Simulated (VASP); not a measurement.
Here is a VASP 6.6.1 calculation.

POSCAR

```
BAs
1.0
    0.0000000000      2.4157862801      2.4157862801
    2.4157862801      0.0000000000      2.4157862801
    2.4157862801      2.4157862801      0.0000000000
B As
1 1
Direct
    0.0000000000      0.0000000000      0.0000000000
    0.2500000000      0.2500000000      0.2500000000
```

File INCAR.step1:

```
SYSTEM = BAs
ALGO = Normal
EDIFF = 1E-8
ENCUT = 500
GGA = PE
ISMEAR = 0
LASPH = .True.
LCHARG = .False.
LREAL = .False.
LWAVE = .True.
NELM = 100
PREC = Accurate
SIGMA = 0.01
```

File INCAR.step2:

```
SYSTEM = BAs
ALGO = Exact
EDIFF = 1E-8
ENCUT = 500
GGA = PE
ISMEAR = 0
ISTART = 1
LASPH = .True.
LCHARG = .False.
LOPTICS = .True.
LREAL = .False.
LWAVE = .True.
NBANDS = 121
NELM = 1
PREC = Accurate
SIGMA = 0.01
```

Contents of INCAR.step3:

```
SYSTEM = BAs
ALGO = EVGW0
EDIFF = 1E-8
ENCUT = 500
ENCUTGW = 150.0
GGA = PE
ISMEAR = 0
ISTART = 1
LASPH = .True.
LCHARG = .False.
LREAL = .False.
LWAVE = .False.
NBANDS = 121
NBANDSGW = 12
NELMGW = 1
NOMEGA = 96
OMEGAMAX = 20
PREC = Accurate
PRECFOCK = Fast
SIGMA = 0.01
```

Contents of KPOINTS:

```
k-points
0
Gamma
  6 6 6
  0 0 0
```

Potentials or basis: VASP PAW PBE potentials, release 64 (B_GW, As_GW).

The run is started by

```console
$ cat potpaw_PBE.64/B_GW/POTCAR potpaw_PBE.64/As_GW/POTCAR > POTCAR
$ cp INCAR.step1 INCAR
$ mpirun -np 1 vasp_std > vasp.out
$ cp INCAR.step2 INCAR
$ mpirun -np 1 vasp_std > vasp.out
$ cp INCAR.step3 INCAR
$ mpirun -np 1 vasp_std > vasp.out
```

**Question.** Estimate the quasiparticle gap.

**Answer.** 1.90 eV.

**Question.** What does it give for the least direct quasiparticle gap?

**Answer.** 4.04 eV.

**Question.** What does it give for the least direct gap of the starting levels on the mesh?

**Answer.** 3.23 eV.

**Question.** Estimate the band gap of the starting levels on the mesh.

**Answer.** 1.30 eV.

Caveat: the k points lie up to 0.38 Å⁻¹ apart; bands, screening cutoff and mesh are small and nothing is extrapolated, so the quasiparticle values aren't converged.
